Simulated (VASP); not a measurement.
Write the native input for VASP 6.6.1 that does the following.

- Task: relaxation of cell and atoms
- Functional: r2SCAN
- Potentials or basis: VASP PAW PBE potentials, release 64 (C)
- Cutoff: 600 eV
- k mesh: 12 × 12 × 12
- Occupations: gaussian, width 0.01 eV
- Spin: no spin polarisation
- Target pressure: 2 GPa
- Dipole correction: no
- Further INCAR settings: ALGO = Normal; EDIFF = 1e-06; IBRION = 2; EDIFFG = -0.002; NSW = 100; ISIF = 3

C:

```
C
1.0
     1.78014    1.78014    0.00000
    -1.78014    1.78014    0.00000
     0.00000    1.78014    1.78014
C
2
Direct
  0.50000 0.50000 0.00000
  0.75000 0.25000 0.50000
```

The input as run:

POSCAR

```
C
1.0
    1.7801407966      1.7801407966      0.0000000000
   -1.7801407966      1.7801407966      0.0000000000
    0.0000000000      1.7801407966      1.7801407966
C
2
Direct
    0.5000000000      0.5000000000      0.0000000000
    0.7500000000      0.2500000000      0.5000000000
```

INCAR.step1

```
ALGO = Normal
EDIFF = 1E-4
ENCUT = 600
GGA = PE
ISMEAR = 0
LASPH = True
LCHARG = False
LREAL = False
LWAVE = True
NELM = 80
PREC = Accurate
SIGMA = 0.01
```

INCAR.step2

```
ALGO = Normal
EDIFF = 1E-6
EDIFFG = -0.002
ENCUT = 600
IBRION = 2
ISIF = 3
ISMEAR = 0
ISTART = 1
LASPH = True
LCHARG = False
LMIXTAU = True
LREAL = False
LWAVE = False
METAGGA = R2SCAN
NELM = 80
NSW = 100
PREC = Accurate
PSTRESS = 20.0
SIGMA = 0.01
```

KPOINTS

```
k-points
0
Gamma
  12 12 12
```

Potentials or basis: VASP PAW PBE potentials, release 64 (C).

Run with:

```sh
$ cat potpaw_PBE.64/C/POTCAR > POTCAR
$ cp INCAR.step1 INCAR
$ mpirun -np 1 vasp_std > vasp.out
$ cp INCAR.step2 INCAR
$ mpirun -np 1 vasp_std > vasp.out
```

It gave:

```json
{
 "Relaxed volume": "5.62 Å³/atom",
 "Relaxed cell": "a = 2.514 Å, b = 2.514 Å, c = 2.514 Å, α = 60.00°, β = 60.00°, γ = 90.00°",
 "Space group after relaxing (to 0.1 Å)": "Fd-3m (No. 227)",
 "Energy change on relaxing (the run minimises the enthalpy)": "+0.1 meV/atom",
 "Ionic steps": "3",
 "Pressure after relaxing": "2.0 GPa",
 "Band gap on the k mesh": "4.36 eV (least direct gap 5.86 eV)"
}
```

Caveat: the cell is relaxed towards a set pressure, so the run minimises the enthalpy, not the energy; the PAW data sets were made with another functional, which shifts forces and pressure a little.

Run time: 62 s on 1 thread of Intel Xeon 8259CL (shared host), peak memory 0.12 GiB.
